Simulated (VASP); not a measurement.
# Ge (I4_1/amd) in VASP: further runs

The runs below take Ge through single point, with PBE.

All numbers are computed with VASP 6.6.1; they aren't measurements. Logs are shortened: lines on timing, memory, paths and dates and some standing lists are left out, and cuts for length are marked.

### 1 The cell of the first run

It takes space group I4_1/amd (No. 141, tetragonal). Conventional cell: a = 5.126 Å, b = 5.126 Å, c = 2.874 Å, α = 90.00°, β = 90.00°, γ = 90.00°. Ge (site symmetry -4m2) has 10 Ge at 2.66 to 3.35 Å within 3.5 Å.

### 2 Single point, PBE (Si replaced by Ge, lengths x 1.049, strained)

INCAR

```
SYSTEM = Ge
  PREC = Accurate
  ENCUT = 520
  EDIFF = 1E-7
  ISMEAR = 0
  SIGMA = 0.1
  LREAL = .FALSE.
  LASPH = .TRUE.
  NELM = 100
  ALGO = Normal
  ISIF = 2
  LWAVE = .FALSE.
  LCHARG = .FALSE.
  GGA = PE
  NBANDS = 21
```

KPOINTS

```
regular mesh
0
G
  8 8 8
  0 0 0
```

POSCAR

```
Ge
1.0
   -2.5631289036      2.5631289036      1.4367539568
    2.5631289036     -2.5631289036      1.4367539568
    2.5631289036      2.5631289036     -1.4367539568
Ge
2
Direct
    0.2500000000      0.7500000000      0.5000000000
    0.5000000000      0.5000000000      0.0000000000
```

Potentials or basis: VASP PAW PBE potentials, release 64 (Ge_d).

Command:

```bash
> cat potpaw_PBE.64/Ge_d/POTCAR > POTCAR
> mpirun -np 1 vasp_std > vasp.out
```

OUTCAR:

```text
SYSTEM = Ge
   PREC = Accurate
   ENCUT = 520
   EDIFF = 1E-7
   ISMEAR = 0
   LREAL = .FALSE.
   LASPH = .TRUE.
   NELM = 100
   ISIF = 2
   GGA = PE

 ion  position               nearest neighbor table
   1  0.250  0.750  0.500-   2 2.66   2 2.66   2 2.66   2 2.66
   2  0.500  0.500  0.000-   1 2.66   1 2.66   1 2.66   1 2.66

  LATTYP: Found a body centered tetragonal cell.
 ALAT       =     5.1262578072
 C/A-ratio  =     0.5605468983

  Lattice vectors:

 A1 = (  -2.5631289036,   2.5631289036,   1.4367539568)
 A2 = (   2.5631289036,  -2.5631289036,   1.4367539568)
 A3 = (   2.5631289036,   2.5631289036,  -1.4367539568)

Analysis of symmetry for initial positions (statically):
=====================================================================
 Subroutine PRICEL returns:
 Original cell was already a primitive cell.

 Routine SETGRP: Setting up the symmetry group for a
 body centered tetragonal supercell.

 Subroutine GETGRP returns: Found 16 space group operations
 (whereof  8 operations were pure point group operations)
 out of a pool of 16 trial point group operations.

The static configuration has the point symmetry D_2d.
 The point group associated with its full space group is D_4h.

Analysis of symmetry for dynamics (positions and initial velocities):
=====================================================================
 Subroutine PRICEL returns:
 Original cell was already a primitive cell.

 Routine SETGRP: Setting up the symmetry group for a
 body centered tetragonal supercell.

 Subroutine GETGRP returns: Found 16 space group operations
 (whereof  8 operations were pure point group operations)
 out of a pool of 16 trial point group operations.

The dynamic configuration has the point symmetry D_2d.
 The point group associated with its full space group is D_4h.

 Subroutine INISYM returns: Found 16 space group operations
 (whereof  8 operations are pure point group operations),
 and found     1 'primitive' translations

----------------------------------------------------------------------------------------

                                     Primitive cell

  volume of cell :      37.7558

  direct lattice vectors                    reciprocal lattice vectors
    -2.563128904  2.563128904  1.436753957     0.000000000  0.195074075  0.348006698
     2.563128904 -2.563128904  1.436753957     0.195074075  0.000000000  0.348006698
     2.563128904  2.563128904 -1.436753957     0.195074075  0.195074075  0.000000000

  length of vectors
     3.899169333  3.899169333  3.899169333     0.398951822  0.398951822  0.275876403

  position of ions in fractional coordinates (direct lattice)
     0.250000000  0.750000000  0.500000000
     0.500000000  0.500000000  0.000000000

  ion indices of the primitive-cell ions
   primitive index   ion index
                 1           1
                 2           2

----------------------------------------------------------------------------------------

 KPOINTS: regular mesh

Automatic generation of k-mesh.
 Grid dimensions read from file:
 generate k-points for:    8    8    8

 Generating k-lattice:

  Cartesian coordinates                     Fractional coordinates (reciprocal lattice)
     0.000000000  0.024384259  0.043500837     0.125000000  0.000000000  0.000000000
     0.024384259  0.000000000  0.043500837     0.000000000  0.125000000  0.000000000
     0.024384259  0.024384259  0.000000000     0.000000000  0.000000000  0.125000000

  Length of vectors
     0.049868978  0.049868978  0.034484550

  Shift w.r.t. Gamma in fractional coordinates (k-lattice)
     0.000000000  0.000000000  0.000000000

 Subroutine IBZKPT returns following result:
 ===========================================

 Found     59 irreducible k-points:

 Following reciprocal coordinates:
            Coordinates               Weight
  0.000000  0.000000  0.000000      1.000000
  0.125000  0.000000  0.000000      8.000000
  0.250000  0.000000  0.000000      8.000000
  0.375000  0.000000  0.000000      8.000000
  0.500000  0.000000  0.000000      4.000000
  0.125000  0.125000  0.000000      8.000000
[... 16 lines left out ...]
  0.250000  0.125000  0.125000     16.000000
  0.375000  0.125000  0.125000      8.000000
 [... further k-points ...]
   k-points           NKPTS =     59   k-points in BZ     NKDIM =     59   number of bands    NBANDS=     21
   number of dos      NEDOS =    301   number of ions     NIONS =      2
   total plane-waves  NPLWV =  27000
   dimension x,y,z NGX =    30 NGY =   30 NGZ =   30
   dimension x,y,z NGXF=    60 NGYF=   60 NGZF=   60
   ions per type =               2
   NGX,Y,Z   is equivalent  to a cutoff of  12.79, 12.79, 12.79 a.u.
   NGXF,Y,Z  is equivalent  to a cutoff of  25.58, 25.58, 25.58 a.u.
 SYSTEM =  Ge
   PREC   = accura    normal or accurate (medium, high low for compatibility)
   ISTART =      0    job   : 0-new  1-cont  2-samecut
   ICHARG =      2    charge: 1-file 2-atom 10-const
   ISPIN  =      1    spin polarized calculation?
   LNONCOLLINEAR =      F non collinear calculations
   LSORBIT =      F    spin-orbit coupling
   LASPH  =      T    aspherical Exc in radial PAW
   ENCUT  =  520.0 eV  38.22 Ry    6.18 a.u.   7.25  7.25  7.25*2*pi/ulx,y,z
   NELM   =    100;   NELMIN=  2; NELMDL= -5     # of ELM steps
   EDIFF  = 0.1E-06   stopping-criterion for ELM
   LREAL  =      F    real-space projection
   EDIFFG = 0.1E-05   stopping-criterion for IOM
   NSW    =      0    number of steps for IOM
   IBRION =     -1    ionic relax: 0-MD 1-quasi-New 2-CG
   NFREE  =      0    steps in history (QN), initial steepest desc. (CG)
   ISIF   =      2    stress and relaxation
   ISYM   =      2    0-nonsym 1-usesym 2-fastsym
   POTIM  = 0.5000    time-step for ionic-motion
   TEBEG  =    0.0;   TEEND  =   0.0 temperature during run
   PSTRESS=    0.0 pullay stress
   NELECT =      28.0000    total number of electrons
   NUPDOWN=      -1.0000    fix difference up-down
   EMIN   =  10.00;   EMAX   =-10.00  energy-range for DOS
   EFERMI =   0.00;   METHOD = LEGACY
   ISMEAR =     0;   SIGMA  =   0.10  broadening in eV -4-tet -1-fermi 0-gaus
   EFERMI_NEDOS =   21; number of points for ismear=-14 and -15
   IALGO  =     38    algorithm
   IMIX   =      4    mixing-type and parameters
     AMIX     =   0.40;   BMIX     =  1.00
     AMIX_MAG =   1.60;   BMIX_MAG =  1.00
  volume/ion in A,a.u.               =      18.88       127.39
  Fermi-wavevector in a.u.,A,eV,Ry     =   1.481835  2.800261 29.876134  2.195834
  Thomas-Fermi vector in A             =   2.595696
   LORBIT       =      0    0 simple, 1 ext, 2 COOP (PROOUT), +10 PAW based schemes
   GGA     = PE    functional components
   LHFCALC =     F    Hartree Fock is set to
   AEXX    =    0.0000 exact exchange contribution
   IVDW    =     0    specifies the selected vdW correction
   LEPSILON=     F    determine dielectric tensor
   LRPA    =     F    only Hartree local field effects (RPA)
 non-spin polarized calculation
 Gauss-broadening in eV      SIGMA  =   0.10
  energy-cutoff  :      520.00
  volume of cell :       37.76
 maximum number of plane-waves:      1037
 NGX is ok and might be reduce to    30
   NGX = 15   NGY = 15   NGZ = 15

 number of electron      28.0000011 magnetization

 Free energy of the ion-electron system (eV)
  ---------------------------------------------------
  ext. energy  EPLUGINS =         0.00000000
  ---------------------------------------------------
  free energy    TOTEN  =        -8.56647980 eV

  energy without entropy =       -8.56048493  energy(sigma->0) =       -8.56348237

 E-fermi :   6.5023     XC(G=0): -11.2232

 val. band max:        6.5018240599   @ k =  -0.2500   0.5000   0.1250
 cond. band min:       6.5232952825   @ k =  -0.3750   0.1250   0.0000
 fundamental gap:      0.0214712227
 Fermi energy:         6.5023336635

 k-point     1 :       0.0000    0.0000    0.0000
  band No.  band energies     occupation
      1     -18.1535      2.00000
      2     -18.0917      2.00000
      3     -18.0783      2.00000
      4     -18.0598      2.00000
      5     -17.9817      2.00000
      6     -17.9817      2.00000
[... 13 lines left out ...]
     20      18.4235      0.00000
     21      19.0985      0.00000

 k-point     2 :       0.1250    0.0000    0.0000
  band No.  band energies     occupation
      1     -18.1477      2.00000
      2     -18.0772      2.00000
      3     -18.0710      2.00000
      4     -18.0431      2.00000
      5     -17.9928      2.00000
      6     -17.9880      2.00000
[... 13 lines left out ...]
     20      17.1820      0.00000
     21      17.7950      0.00000

 k-point     3 :       0.2500    0.0000    0.0000
  band No.  band energies     occupation
      1     -18.1326      2.00000
      2     -18.0541      2.00000
      3     -18.0521      2.00000
      4     -18.0280      2.00000
      5     -18.0118      2.00000
      6     -17.9862      2.00000
[... 13 lines left out ...]
     20      15.2930      0.00000
     21      17.5949      0.00000

 k-point     4 :       0.3750    0.0000    0.0000
  band No.  band energies     occupation
      1     -18.1172      2.00000
      2     -18.0496      2.00000
      3     -18.0495      2.00000
      4     -18.0392      2.00000
      5     -18.0131      2.00000
      6     -17.9986      2.00000
[... 13 lines left out ...]
     20      15.8620      0.00000
     21      18.9516      0.00000

 k-point     5 :       0.5000    0.0000    0.0000
  band No.  band energies     occupation
      1     -18.1088      2.00000
      2     -18.0660      2.00000
      3     -18.0544      2.00000
      4     -18.0343      2.00000
      5     -18.0045      2.00000
      6     -18.0041      2.00000
[... 13 lines left out ...]
     20      18.3107      0.00000
     21      19.0541      0.00000

 k-point     6 :       0.1250    0.1250    0.0000
  band No.  band energies     occupation
      1     -18.1379      2.00000
      2     -18.0584      2.00000
      3     -18.0492      2.00000
      4     -18.0180      2.00000
      5     -18.0055      2.00000
      6     -17.9965      2.00000
[... 13 lines left out ...]
     20      15.7945      0.00000
     21      16.4092      0.00000

 k-point     7 :       0.2500    0.1250    0.0000
  band No.  band energies     occupation
      1     -18.1251      2.00000
      2     -18.0536      2.00000
      3     -18.0413      2.00000
      4     -18.0259      2.00000
      5     -18.0127      2.00000
      6     -18.0043      2.00000
[... 13 lines left out ...]
     20      15.2031      0.00000
     21      17.2759      0.00000
[... 291 lines left out ...]
      1     -18.1021      2.00000
      2     -18.0923      2.00000
      3     -18.0909      2.00000
      4     -18.0209      2.00000
      5     -18.0207      2.00000
      6     -17.9666      2.00000
[... 13 lines left out ...]
     20      17.4385      0.00000
     21      17.7115      0.00000

 k-point    21 :       0.5000    0.5000    0.0000
  band No.  band energies     occupation
      1     -18.1002      2.00000
      2     -18.1002      2.00000
      3     -18.0538      2.00000
      4     -18.0538      2.00000
      5     -17.9890      2.00000
      6     -17.9890      2.00000
[... 13 lines left out ...]
     20      17.2737      0.00000
     21      20.2203      0.00000

 k-point    22 :       0.1250    0.1250    0.1250
  band No.  band energies     occupation
      1     -18.1240      2.00000
      2     -18.0623      2.00000
      3     -18.0445      2.00000
      4     -18.0316      2.00000
      5     -18.0158      2.00000
      6     -17.9814      2.00000
[... 13 lines left out ...]
     20      15.9064      0.00000
     21      15.9757      0.00000

 k-point    23 :       0.2500    0.1250    0.1250
  band No.  band energies     occupation
      1     -18.1168      2.00000
      2     -18.0636      2.00000
      3     -18.0473      2.00000
      4     -18.0286      2.00000
      5     -18.0198      2.00000
      6     -17.9805      2.00000
[... 13 lines left out ...]
     20      15.7568      0.00000
     21      17.8034      0.00000

 k-point    24 :       0.3750    0.1250    0.1250
  band No.  band energies     occupation
      1     -18.1127      2.00000
      2     -18.0721      2.00000
      3     -18.0587      2.00000
      4     -18.0284      2.00000
      5     -18.0124      2.00000
      6     -17.9737      2.00000
[... 13 lines left out ...]
     20      16.6663      0.00000
     21      16.7828      0.00000

 [... further k-points ...]

------------------------ aborting loop because EDIFF is reached ----------------------------------------

  FORCE on cell =-STRESS in cart. coord.  units (eV):
  Direction    XX          YY          ZZ          XY          YZ          ZX
  --------------------------------------------------------------------------------------
  -------------------------------------------------------------------------------------
  Total        0.2879363      0.2879363      0.6579634      0.0000000      0.0000000      0.0000000
  in kB       12.2186629     12.2186629     27.9208739      0.0000000      0.0000000      0.0000000
  external PRESSURE =      17.4527333 kB  Pullay stress =       0.0000000 kB

 VOLUME and BASIS-vectors are now :
 -----------------------------------------------------------------------------
  energy-cutoff  :      520.00
  volume of cell :       37.76
      direct lattice vectors                 reciprocal lattice vectors
    -2.563128904  2.563128904  1.436753957     0.000000000  0.195074075  0.348006698
     2.563128904 -2.563128904  1.436753957     0.195074075  0.000000000  0.348006698
     2.563128904  2.563128904 -1.436753957     0.195074075  0.195074075  0.000000000

 POSITION                                       TOTAL-FORCE (eV/Angst)
 -----------------------------------------------------------------------------------
      2.56313      0.00000      0.71838         0.000000     -0.000000      0.000000
      0.00000      0.00000      1.43675        -0.000000      0.000000     -0.000000
 -----------------------------------------------------------------------------------
    total drift:                                0.000000     -0.000000      0.000000

  FREE ENERGIE OF THE ION-ELECTRON SYSTEM (eV)
  ---------------------------------------------------
  free  energy   TOTEN  =        -8.5664798036 eV

  energy  without entropy=       -8.5604849304  energy(sigma->0) =       -8.56348237
```

Wall time 19 s (1 thread of Intel Xeon 6975P-C (Granite Rapids), shared host); peak memory 0.18 GiB.

What came out:

* Free energy: -8.5665 eV
* Pressure: 1.7 GPa
* Band gap on the k mesh: zero (bands 14 and 15 overlap by 4.52 eV)

Caveat: the cell differs from its parent crystal (Si replaced by Ge, lengths x 1.049, strained).

### 3 Single point, PBE (Si replaced by Ge, lengths x 1.049, strained)

INCAR

```
SYSTEM = Ge
PREC = Accurate
ENCUT = 520
EDIFF = 1E-6
ISMEAR = 0
SIGMA = 0.1
LREAL = .FALSE.
LASPH = .TRUE.
NELM = 60
ALGO = Normal
ISIF = 2
LWAVE = .FALSE.
LCHARG = .FALSE.
GGA = PE
NBANDS = 21
```

KPOINTS

```
Automatic mesh
0
G
  16 16 16
  0 0 0
```

POSCAR is that of step 2.

Potentials or basis: VASP PAW PBE potentials, release 64 (Ge_d).

Command:

```bash
> cat potpaw_PBE.64/Ge_d/POTCAR > POTCAR
> mpirun -np 1 vasp_std > vasp.out
```

OUTCAR:

```text
SYSTEM = Ge
   PREC = Accurate
   ENCUT = 520
   EDIFF = 1E-6
   ISMEAR = 0
   LREAL = .FALSE.
   LASPH = .TRUE.
   NELM = 60
   ISIF = 2
   GGA = PE

 ion  position               nearest neighbor table
   1  0.250  0.750  0.500-   2 2.66   2 2.66   2 2.66   2 2.66
   2  0.500  0.500  0.000-   1 2.66   1 2.66   1 2.66   1 2.66

  LATTYP: Found a body centered tetragonal cell.
 ALAT       =     5.1262578072
 C/A-ratio  =     0.5605468983

  Lattice vectors:

 A1 = (  -2.5631289036,   2.5631289036,   1.4367539568)
 A2 = (   2.5631289036,  -2.5631289036,   1.4367539568)
 A3 = (   2.5631289036,   2.5631289036,  -1.4367539568)

Analysis of symmetry for initial positions (statically):
=====================================================================
 Subroutine PRICEL returns:
 Original cell was already a primitive cell.

 Routine SETGRP: Setting up the symmetry group for a
 body centered tetragonal supercell.

 Subroutine GETGRP returns: Found 16 space group operations
 (whereof  8 operations were pure point group operations)
 out of a pool of 16 trial point group operations.

[... 155 lines left out ...]
 number of electron      28.0000011 magnetization

 Free energy of the ion-electron system (eV)
  ---------------------------------------------------
  ext. energy  EPLUGINS =         0.00000000
  ---------------------------------------------------
  free energy    TOTEN  =        -8.57167755 eV

  energy without entropy =       -8.56879417  energy(sigma->0) =       -8.57023586

 E-fermi :   6.6231     XC(G=0): -11.2240

 val. band max:        6.6211282265   @ k =  -0.1875   0.5000   0.1250
 cond. band min:       6.6401718188   @ k =  -0.1875  -0.1875   0.0625
 fundamental gap:      0.0190435922
 Fermi energy:         6.6231266263

 k-point     1 :       0.0000    0.0000    0.0000
  band No.  band energies     occupation
      1     -18.1537      2.00000
      2     -18.0950      2.00000
      3     -18.0783      2.00000
      4     -18.0632      2.00000
      5     -17.9842      2.00000
      6     -17.9842      2.00000
[... 565 lines left out ...]
     20      18.6610      0.00000
     21      18.9100      0.00000

 [... further k-points ...]
[... 5 lines left out ...]
  --------------------------------------------------------------------------------------
  -------------------------------------------------------------------------------------
  Total        0.4812704      0.4812704      0.1420463      0.0000000      0.0000000      0.0000000
  in kB       20.4228532     20.4228532      6.0277781      0.0000000      0.0000000      0.0000000
  external PRESSURE =      15.6244948 kB  Pullay stress =       0.0000000 kB

 VOLUME and BASIS-vectors are now :
 -----------------------------------------------------------------------------
  energy-cutoff  :      520.00
  volume of cell :       37.76
      direct lattice vectors                 reciprocal lattice vectors
    -2.563128904  2.563128904  1.436753957     0.000000000  0.195074075  0.348006698
     2.563128904 -2.563128904  1.436753957     0.195074075  0.000000000  0.348006698
     2.563128904  2.563128904 -1.436753957     0.195074075  0.195074075  0.000000000

 POSITION                                       TOTAL-FORCE (eV/Angst)
 -----------------------------------------------------------------------------------
      2.56313      0.00000      0.71838        -0.000000      0.000000      0.000000
      0.00000      0.00000      1.43675         0.000000     -0.000000     -0.000000
 -----------------------------------------------------------------------------------
    total drift:                                0.000000     -0.000000      0.000000

  FREE ENERGIE OF THE ION-ELECTRON SYSTEM (eV)
  ---------------------------------------------------
  free  energy   TOTEN  =        -8.5716775474 eV

  energy  without entropy=       -8.5687941706  energy(sigma->0) =       -8.57023586
```

OSZICAR:

```text
N       E                     dE             d eps       ncg     rms          rms(c)
DAV:   1     0.175583637223E+03    0.17558E+03   -0.14202E+04 16798   0.382E+03
DAV:   2     0.152180037680E+02   -0.16037E+03   -0.15552E+03 14718   0.588E+02
DAV:   3    -0.794266263220E+01   -0.23161E+02   -0.22960E+02 16704   0.133E+02
DAV:   4    -0.858075475610E+01   -0.63809E+00   -0.63774E+00 16329   0.257E+01
DAV:   5    -0.859017724878E+01   -0.94225E-02   -0.94223E-02 16578   0.340E+00    0.208E+00
DAV:   6    -0.857716939939E+01    0.13008E-01   -0.17984E-02 19874   0.229E+00    0.118E+00
DAV:   7    -0.857179747436E+01    0.53719E-02   -0.13857E-02 19820   0.178E+00    0.109E-01
DAV:   8    -0.857167246636E+01    0.12501E-03   -0.22118E-03 18606   0.816E-01    0.388E-02
DAV:   9    -0.857167832274E+01   -0.58564E-05   -0.61580E-05 18243   0.104E-01    0.121E-02
DAV:  10    -0.857167754740E+01    0.77534E-06   -0.42797E-06 15722   0.283E-02
   1 F= -.85716775E+01 E0= -.85702359E+01  d E =-.288338E-02
```

stdout:

```text
POSCAR found type information on POSCAR Ge
 POSCAR found :  1 types and       2 ions
 scaLAPACK will be used
 LDA part: xc-table for (Slater+PW92), standard interpolation
 POSCAR, INCAR and KPOINTS ok, starting setup
 FFT: planning ... GRIDC
 FFT: planning ... GRID_SOFT
 FFT: planning ... GRID
 WAVECAR not read
 entering main loop
```

It took 90 s on 1 thread of Intel Xeon 6975P-C (Granite Rapids), shared host; peak memory 0.33 GiB.

Results:

```yaml
Free_energy: -8.5717 eV
Pressure: 1.6 GPa
Band_gap_on_the_k_mesh: zero (bands 14 and 15 overlap by 5.50 eV)
```

Stress tensor (GPa, compression positive):
```
2.04 0.00 0.00
0.00 2.04 0.00
0.00 0.00 0.60
```

Caveat: the cell differs from its parent crystal (Si replaced by Ge, lengths x 1.049, strained).
